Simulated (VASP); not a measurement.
# Sb (Pm-3m) in VASP: a series of runs, part 2 of 2

VASP 6.6.1. The steps go on from the part before.

### Step 4. Electric field gradients, PBE

This run uses another cell than the first one, of 31.55 Å³/atom, 1.010 times its volume.

File INCAR:

```
SYSTEM = Sb
PREC = Accurate ; ENCUT = 520
EDIFF = 1E-8 ; ISMEAR = -1
SIGMA = 0.05 ; LREAL = .False.
LASPH = .True. ; NELM = 100
ALGO = Normal ; ISIF = 2
LWAVE = .False. ; LCHARG = .False.
GGA = PE ; LEFG = .True.
NBANDS = 8
```

File KPOINTS:

```
Automatic mesh
0
Gamma
  13 13 13
  0 0 0
```

File POSCAR:

```
Sb
1.0
    3.1600000000      0.0000000000      0.0000000000
    0.0000000000      3.1600000000      0.0000000000
    0.0000000000      0.0000000000      3.1600000000
Sb
1
Direct
    0.0000000000      0.0000000000      0.0000000000
```

Potentials or basis: VASP PAW PBE potentials, release 64 (Sb).

Command:

```
> cat potpaw_PBE.64/Sb/POTCAR > POTCAR
> mpirun -np 1 vasp_std > vasp.out
```

OUTCAR:

```text
SYSTEM = Sb
   PREC = Accurate
   ENCUT = 520
   EDIFF = 1E-8
   ISMEAR = -1
   LREAL = .False.
   LASPH = .True.
   NELM = 100
   ISIF = 2
   GGA = PE

 ion  position               nearest neighbor table
   1  0.000  0.000  0.000-

  LATTYP: Found a simple cubic cell.
 ALAT       =     3.1600000000

  Lattice vectors:

 A1 = (   3.1600000000,   0.0000000000,   0.0000000000)
 A2 = (   0.0000000000,   3.1600000000,   0.0000000000)
 A3 = (   0.0000000000,   0.0000000000,   3.1600000000)

Analysis of symmetry for initial positions (statically):
=====================================================================
 Subroutine PRICEL returns:
 Original cell was already a primitive cell.

 Routine SETGRP: Setting up the symmetry group for a
 simple cubic supercell.

 Subroutine GETGRP returns: Found 48 space group operations
 (whereof 48 operations were pure point group operations)
 out of a pool of 48 trial point group operations.

[... 442 lines left out ...]

 VOLUME and BASIS-vectors are now :
 -----------------------------------------------------------------------------
  energy-cutoff  :      520.00
  volume of cell :       31.55
      direct lattice vectors                 reciprocal lattice vectors
     3.160000000  0.000000000  0.000000000     0.316455696  0.000000000  0.000000000
     0.000000000  3.160000000  0.000000000     0.000000000  0.316455696  0.000000000
     0.000000000  0.000000000  3.160000000     0.000000000  0.000000000  0.316455696

 POSITION                                       TOTAL-FORCE (eV/Angst)
 -----------------------------------------------------------------------------------
      0.00000      0.00000      0.00000         0.000000      0.000000      0.000000
 -----------------------------------------------------------------------------------
    total drift:                               -0.000000      0.000000      0.000000

  FREE ENERGIE OF THE ION-ELECTRON SYSTEM (eV)
  ---------------------------------------------------
  free  energy   TOTEN  =        -4.0935235395 eV

  energy  without entropy=       -4.0904714743  energy(sigma->0) =       -4.09199751

 Electric field gradients (V/A^2)
---------------------------------------------------------------------
 ion       V_xx      V_yy      V_zz      V_xy      V_xz      V_yz
---------------------------------------------------------------------
   1       0.000     0.000    -0.000    -0.000    -0.000     0.000
---------------------------------------------------------------------

 Electric field gradients after diagonalization (V/A^2)
 (convention: |V_zz| > |V_xx| > |V_yy|)
----------------------------------------------------------------------
 ion       V_xx      V_yy      V_zz     asymmetry (V_yy - V_xx)/ V_zz
----------------------------------------------------------------------
   1       0.000    -0.000     0.000      -1.657
----------------------------------------------------------------------

           NMR quadrupolar parameters

 Cq : quadrupolar parameter    Cq=e*Q*V_zz/h
 eta: asymmetry parameters     (V_yy - V_xx)/ V_zz
 Q  : nuclear electric quadrupole moment in mb (millibarn)
----------------------------------------------------------------------
 ion       Cq(MHz)       eta       Q (mb)
----------------------------------------------------------------------
   1       0.000      -1.657       1.000
----------------------------------------------------------------------
```

OSZICAR:

```text
N       E                     dE             d eps       ncg     rms          rms(c)
DAV:   1     0.509145500955E+01    0.50915E+01   -0.16014E+03  1352   0.398E+02
DAV:   2    -0.397337141935E+01   -0.90648E+01   -0.86198E+01  1920   0.513E+01
DAV:   3    -0.408835966339E+01   -0.11499E+00   -0.11495E+00  1600   0.653E+00
DAV:   4    -0.408883287246E+01   -0.47321E-03   -0.47321E-03  2104   0.512E-01
DAV:   5    -0.408883481559E+01   -0.19431E-05   -0.19433E-05  1704   0.208E-02    0.175E+00
DAV:   6    -0.409157068175E+01   -0.27359E-02   -0.11137E-03  1776   0.207E-01    0.103E+00
DAV:   7    -0.409346724239E+01   -0.18966E-02   -0.26337E-03  1520   0.314E-01    0.797E-02
DAV:   8    -0.409351983423E+01   -0.52592E-04   -0.87499E-05  1752   0.632E-02    0.698E-03
DAV:   9    -0.409352312121E+01   -0.32870E-05   -0.25206E-06  1888   0.102E-02    0.210E-03
DAV:  10    -0.409352353406E+01   -0.41285E-06   -0.10015E-06  1624   0.528E-03    0.425E-04
DAV:  11    -0.409352353946E+01   -0.54074E-08   -0.11323E-08  1752   0.672E-04
   1 F= -.40935235E+01 E0= -.40919975E+01  d E =-.305207E-02
```

stdout:

```text
POSCAR found type information on POSCAR Sb
 POSCAR found :  1 types and       1 ions
 scaLAPACK will be used
 LDA part: xc-table for (Slater+PW92), standard interpolation
 POSCAR, INCAR and KPOINTS ok, starting setup
 FFT: planning ... GRIDC
 FFT: planning ... GRID_SOFT
 FFT: planning ... GRID
 WAVECAR not read
 entering main loop
ion   1
```

Run time: 20 s. Hardware: 1 thread of Intel Xeon 8259CL, shared host; peak memory 0.14 GiB.

Results:

```yaml
Free_energy: -4.0935 eV
Pressure: -2.5 GPa
```

Levels at points of the mesh, in eV from the Fermi level:
```tsv
k point	band 1	band 2	band 3	band 4	band 5	band 6	band 7
(0.00, 0.00, 0.00)	-12.03	3.07	3.07	3.07	6.81	6.81	7.87
```

Caveat: without QUAD_EFG the Cq values of the log hold for a quadrupole moment of 1 mb, not for the nuclei; spin-orbit coupling is left out, which moves the levels of the heavy elements.

### Step 5. Electric field gradients, PBE (volume scaled by 1.01)

File INCAR:

```
SYSTEM = Sb
  PREC = Accurate
  ENCUT = 520
  EDIFF = 1E-8
  ISMEAR = -1
  SIGMA = 0.05
  LREAL = .FALSE.
  LASPH = .TRUE.
  NELM = 80
  ALGO = Normal
  ISIF = 2
  LWAVE = .FALSE.
  LCHARG = .FALSE.
  GGA = PE
  LEFG = .TRUE.
  NBANDS = 8
```

File KPOINTS:

```
Automatic mesh
0
G
  13 13 13
  0 0 0
```

File POSCAR:

```
Sb
1.0
    3.1704984160      0.0000000000      0.0000000000
    0.0000000000      3.1704984160      0.0000000000
    0.0000000000      0.0000000000      3.1704984160
Sb
1
Direct
    0.0000000000      0.0000000000      0.0000000000
```

Potentials or basis: VASP PAW PBE potentials, release 64 (Sb).

Command:

```
> cat potpaw_PBE.64/Sb/POTCAR > POTCAR
> mpirun -np 1 vasp_std > vasp.out
```

OUTCAR:

```text
SYSTEM = Sb
   PREC = Accurate
   ENCUT = 520
   EDIFF = 1E-8
   ISMEAR = -1
   LREAL = .FALSE.
   LASPH = .TRUE.
   NELM = 80
   ISIF = 2
   GGA = PE

 ion  position               nearest neighbor table
   1  0.000  0.000  0.000-

  LATTYP: Found a simple cubic cell.
 ALAT       =     3.1704984160

  Lattice vectors:

 A1 = (   3.1704984160,   0.0000000000,   0.0000000000)
 A2 = (   0.0000000000,   3.1704984160,   0.0000000000)
 A3 = (   0.0000000000,   0.0000000000,   3.1704984160)

Analysis of symmetry for initial positions (statically):
=====================================================================
 Subroutine PRICEL returns:
 Original cell was already a primitive cell.

 Routine SETGRP: Setting up the symmetry group for a
 simple cubic supercell.

 Subroutine GETGRP returns: Found 48 space group operations
 (whereof 48 operations were pure point group operations)
 out of a pool of 48 trial point group operations.

The static configuration has the point symmetry O_h .

Analysis of symmetry for dynamics (positions and initial velocities):
=====================================================================
 Subroutine PRICEL returns:
 Original cell was already a primitive cell.

 Routine SETGRP: Setting up the symmetry group for a
 simple cubic supercell.

 Subroutine GETGRP returns: Found 48 space group operations
 (whereof 48 operations were pure point group operations)
 out of a pool of 48 trial point group operations.

The dynamic configuration has the point symmetry O_h .

 Subroutine INISYM returns: Found 48 space group operations
 (whereof 48 operations are pure point group operations),
[... 152 lines left out ...]
      2       9.4248      0.00000
      3       9.4248      0.00000
      4       9.4248      0.00000
      5      13.1856      0.00000
      6      13.1856      0.00000
      7      14.1927      0.00000
      8      23.5822      0.00000
[... 243 lines left out ...]
 k-point    24 :       0.3846    0.3077    0.0000
  band No.  band energies     occupation
      1      -2.6301      2.00000
      2       3.1738      2.00000
      3       4.9585      2.00000
      4      11.2862      0.00000
      5      11.9955      0.00000
      6      16.4004      0.00000
      7      19.0882      0.00000
      8      19.4941      0.00000

 [... further k-points ...]

------------------------ aborting loop because EDIFF is reached ----------------------------------------

  FORCE on cell =-STRESS in cart. coord.  units (eV):
  Direction    XX          YY          ZZ          XY          YZ          ZX
  --------------------------------------------------------------------------------------
  -------------------------------------------------------------------------------------
  Total       -0.5919166     -0.5919166     -0.5919166     -0.0000000     -0.0000000      0.0000000
  in kB      -29.7569541    -29.7569541    -29.7569541     -0.0000000     -0.0000000      0.0000000
  external PRESSURE =     -29.7569541 kB  Pullay stress =       0.0000000 kB

 VOLUME and BASIS-vectors are now :
 -----------------------------------------------------------------------------
  energy-cutoff  :      520.00
  volume of cell :       31.87
      direct lattice vectors                 reciprocal lattice vectors
     3.170498416  0.000000000  0.000000000     0.315407822  0.000000000  0.000000000
     0.000000000  3.170498416  0.000000000     0.000000000  0.315407822  0.000000000
     0.000000000  0.000000000  3.170498416     0.000000000  0.000000000  0.315407822

 POSITION                                       TOTAL-FORCE (eV/Angst)
 -----------------------------------------------------------------------------------
      0.00000      0.00000      0.00000         0.000000      0.000000      0.000000
 -----------------------------------------------------------------------------------
    total drift:                               -0.000000      0.000000      0.000000

  FREE ENERGIE OF THE ION-ELECTRON SYSTEM (eV)
  ---------------------------------------------------
  free  energy   TOTEN  =        -4.0880775016 eV

  energy  without entropy=       -4.0849865461  energy(sigma->0) =       -4.08653202

 Electric field gradients (V/A^2)
---------------------------------------------------------------------
 ion       V_xx      V_yy      V_zz      V_xy      V_xz      V_yz
---------------------------------------------------------------------
   1      -0.000     0.000    -0.000    -0.000    -0.000    -0.000
---------------------------------------------------------------------

 Electric field gradients after diagonalization (V/A^2)
 (convention: |V_zz| > |V_xx| > |V_yy|)
----------------------------------------------------------------------
 ion       V_xx      V_yy      V_zz     asymmetry (V_yy - V_xx)/ V_zz
----------------------------------------------------------------------
   1      -0.000    -0.000     0.000       0.282
----------------------------------------------------------------------

           NMR quadrupolar parameters

 Cq : quadrupolar parameter    Cq=e*Q*V_zz/h
 eta: asymmetry parameters     (V_yy - V_xx)/ V_zz
 Q  : nuclear electric quadrupole moment in mb (millibarn)
----------------------------------------------------------------------
 ion       Cq(MHz)       eta       Q (mb)
----------------------------------------------------------------------
   1       0.000       0.282       1.000
----------------------------------------------------------------------
```

Wall time 24 s (1 thread of Intel Xeon 8259CL, shared host); peak memory 0.15 GiB.

What came out:

```yaml
Free_energy: -4.0881 eV
Pressure: -3.0 GPa
```

Caveat: the cell differs from its parent crystal (volume scaled by 1.01); without QUAD_EFG the Cq values of the log hold for a quadrupole moment of 1 mb, not for the nuclei; spin-orbit coupling is left out, which moves the levels of the heavy elements.

### Step 6. Electric field gradients, PBE (volume scaled by 1.01)

File INCAR:

```
PREC = Accurate ; ENCUT = 520
EDIFF = 1E-8 ; ISMEAR = -1
SIGMA = 0.05 ; LREAL = False
LASPH = True ; NELM = 100
ALGO = Normal ; ISIF = 2
LWAVE = False ; LCHARG = False
GGA = PE ; LEFG = True
NBANDS = 8
```

File KPOINTS:

```
Automatic mesh
0
Gamma
  13 13 13
```

POSCAR is that of step 5.

Potentials or basis: VASP PAW PBE potentials, release 64 (Sb).

Command:

```
> cat potpaw_PBE.64/Sb/POTCAR > POTCAR
> mpirun -np 1 vasp_std > vasp.out
```

OUTCAR:

```text
PREC = Accurate
   ENCUT = 520
   EDIFF = 1E-8
   ISMEAR = -1
   LREAL = False
   LASPH = True
   NELM = 100
   ISIF = 2
   GGA = PE

 ion  position               nearest neighbor table
   1  0.000  0.000  0.000-

  LATTYP: Found a simple cubic cell.
 ALAT       =     3.1704984160

  Lattice vectors:

 A1 = (   3.1704984160,   0.0000000000,   0.0000000000)
 A2 = (   0.0000000000,   3.1704984160,   0.0000000000)
 A3 = (   0.0000000000,   0.0000000000,   3.1704984160)

Analysis of symmetry for initial positions (statically):
=====================================================================
 Subroutine PRICEL returns:
 Original cell was already a primitive cell.

 Routine SETGRP: Setting up the symmetry group for a
 simple cubic supercell.

[... 444 lines left out ...]
  in kB      -29.7569541    -29.7569541    -29.7569541     -0.0000000     -0.0000000      0.0000000
  external PRESSURE =     -29.7569541 kB  Pullay stress =       0.0000000 kB

 VOLUME and BASIS-vectors are now :
 -----------------------------------------------------------------------------
  energy-cutoff  :      520.00
  volume of cell :       31.87
      direct lattice vectors                 reciprocal lattice vectors
     3.170498416  0.000000000  0.000000000     0.315407822  0.000000000  0.000000000
     0.000000000  3.170498416  0.000000000     0.000000000  0.315407822  0.000000000
     0.000000000  0.000000000  3.170498416     0.000000000  0.000000000  0.315407822

 POSITION                                       TOTAL-FORCE (eV/Angst)
 -----------------------------------------------------------------------------------
      0.00000      0.00000      0.00000         0.000000      0.000000      0.000000
 -----------------------------------------------------------------------------------
    total drift:                               -0.000000      0.000000      0.000000

  FREE ENERGIE OF THE ION-ELECTRON SYSTEM (eV)
  ---------------------------------------------------
  free  energy   TOTEN  =        -4.0880775016 eV

  energy  without entropy=       -4.0849865461  energy(sigma->0) =       -4.08653202

 Electric field gradients (V/A^2)
---------------------------------------------------------------------
 ion       V_xx      V_yy      V_zz      V_xy      V_xz      V_yz
---------------------------------------------------------------------
   1      -0.000     0.000    -0.000    -0.000    -0.000    -0.000
---------------------------------------------------------------------

 Electric field gradients after diagonalization (V/A^2)
 (convention: |V_zz| > |V_xx| > |V_yy|)
----------------------------------------------------------------------
 ion       V_xx      V_yy      V_zz     asymmetry (V_yy - V_xx)/ V_zz
----------------------------------------------------------------------
   1      -0.000    -0.000     0.000       0.282
----------------------------------------------------------------------

           NMR quadrupolar parameters

 Cq : quadrupolar parameter    Cq=e*Q*V_zz/h
 eta: asymmetry parameters     (V_yy - V_xx)/ V_zz
 Q  : nuclear electric quadrupole moment in mb (millibarn)
----------------------------------------------------------------------
 ion       Cq(MHz)       eta       Q (mb)
----------------------------------------------------------------------
   1       0.000       0.282       1.000
----------------------------------------------------------------------
```

OSZICAR:

```text
N       E                     dE             d eps       ncg     rms          rms(c)
DAV:   1     0.479551322116E+01    0.47955E+01   -0.15887E+03  1344   0.400E+02
DAV:   2    -0.397393920483E+01   -0.87695E+01   -0.84543E+01  1912   0.506E+01
DAV:   3    -0.408287288698E+01   -0.10893E+00   -0.10892E+00  1600   0.646E+00
DAV:   4    -0.408339805354E+01   -0.52517E-03   -0.52517E-03  2112   0.532E-01
DAV:   5    -0.408340008557E+01   -0.20320E-05   -0.20326E-05  1672   0.209E-02    0.172E+00
DAV:   6    -0.408611978109E+01   -0.27197E-02   -0.11983E-03  1816   0.211E-01    0.101E+00
DAV:   7    -0.408802075742E+01   -0.19010E-02   -0.28082E-03  1488   0.318E-01    0.801E-02
DAV:   8    -0.408807375950E+01   -0.53002E-04   -0.92081E-05  1808   0.646E-02    0.742E-03
DAV:   9    -0.408807707213E+01   -0.33126E-05   -0.25436E-06  1792   0.102E-02    0.218E-03
DAV:  10    -0.408807742969E+01   -0.35757E-06   -0.10532E-06  1640   0.537E-03    0.399E-04
DAV:  11    -0.408807744848E+01   -0.18781E-07   -0.12698E-08  1768   0.709E-04    0.178E-04
DAV:  12    -0.408807748987E+01   -0.41395E-07   -0.62289E-09  1632   0.458E-04    0.147E-04
DAV:  13    -0.408807750838E+01   -0.18509E-07   -0.93697E-11   872   0.613E-05    0.458E-05
DAV:  14    -0.408807750157E+01    0.68117E-08   -0.54754E-12   784   0.184E-05
   1 F= -.40880775E+01 E0= -.40865320E+01  d E =-.309096E-02
```

stdout:

```text
POSCAR found type information on POSCAR Sb
 POSCAR found :  1 types and       1 ions
 scaLAPACK will be used
 LDA part: xc-table for (Slater+PW92), standard interpolation
 POSCAR, INCAR and KPOINTS ok, starting setup
 FFT: planning ... GRIDC
 FFT: planning ... GRID_SOFT
 FFT: planning ... GRID
 WAVECAR not read
 entering main loop
ion   1
```

It took 24 s on 1 thread of Intel Xeon 8259CL, shared host; peak memory 0.15 GiB.

Results:

- Free energy: -4.0881 eV
- Pressure: -3.0 GPa

Levels at points of the mesh, in eV from the Fermi level:
| k point | band 1 | band 2 | band 3 | band 4 | band 5 | band 6 | band 7 |
| --- | --- | --- | --- | --- | --- | --- | --- |
| (0.00, 0.00, 0.00) | -11.95 | 3.04 | 3.04 | 3.04 | 6.80 | 6.80 | 7.81 |

Caveat: the cell differs from its parent crystal (volume scaled by 1.01); without QUAD_EFG the Cq values of the log hold for a quadrupole moment of 1 mb, not for the nuclei; spin-orbit coupling is left out, which moves the levels of the heavy elements.

### Step 7. Overview

| cell | gap on the mesh (eV) | pressure (GPa) |
| --- | --- | --- |
| a = 3.149 Å, 1 atom | none | -2.1 |
| a = 3.160 Å, 1 atom | none | -2.5 |
| a = 3.170 Å, 1 atom | none | -3.0 |

Alike in all rows: task electric field gradients; level PBE; potentials or basis VASP PAW PBE potentials, release 64 (Sb); no spin polarisation; k mesh 13 × 13 × 13; cutoff (eV) 520; smearing fermi-dirac 0.05 eV.

Caveats: spin-orbit coupling is left out, which moves the levels of the heavy elements.

Absolute energies hang on the potentials; compare differences alone.
